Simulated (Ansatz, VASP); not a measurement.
**TePb: VASP beside Ansatz**

```
Pb Te
1.0
     0.00000    3.22000    3.22000
     3.22000    0.00000    3.22000
     3.22000    3.22000    0.00000
Pb Te
1 1
Cartesian
  0.0000 0.0000 0.0000
  3.2200 3.2200 3.2200
```

Alike in both runs: task relaxation of cell and atoms; functional PBE; k mesh 8 × 8 × 8; occupations gaussian, width 0.02 eV; no spin polarisation.

|  | VASP | Ansatz |
| --- | --- | --- |
| version | VASP 6.6.1 | Ansatz 0.2.0 |
| potentials or method | VASP PAW PBE potentials, release 64 (Pb_d, Te), cutoff 500 eV | scalar-relativistic, plane waves, PAW |
| valence electrons in the cell | 20 | 30 |

VASP gave:

| Item | Value |
| --- | --- |
| gap on the k mesh at the Fermi level, each at its own relaxed structure (eV) | 0.83 |
| relaxed volume (Å³/atom) | 35.41 |
| relaxed cell length with the largest relative difference (Å) | 4.644 |

Question: Estimate Ansatz's values.

Answer: gap on the k mesh at the Fermi level, each at its own relaxed structure (eV): 0.83; relaxed volume (Å³/atom): 35.45; relaxed cell length with the largest relative difference (Å): 4.646.

VASP's potentials hold 20 valence electrons a cell and Ansatz's 30, so a difference there can come from the potentials and not from the codes.

Spin-orbit coupling is off throughout.
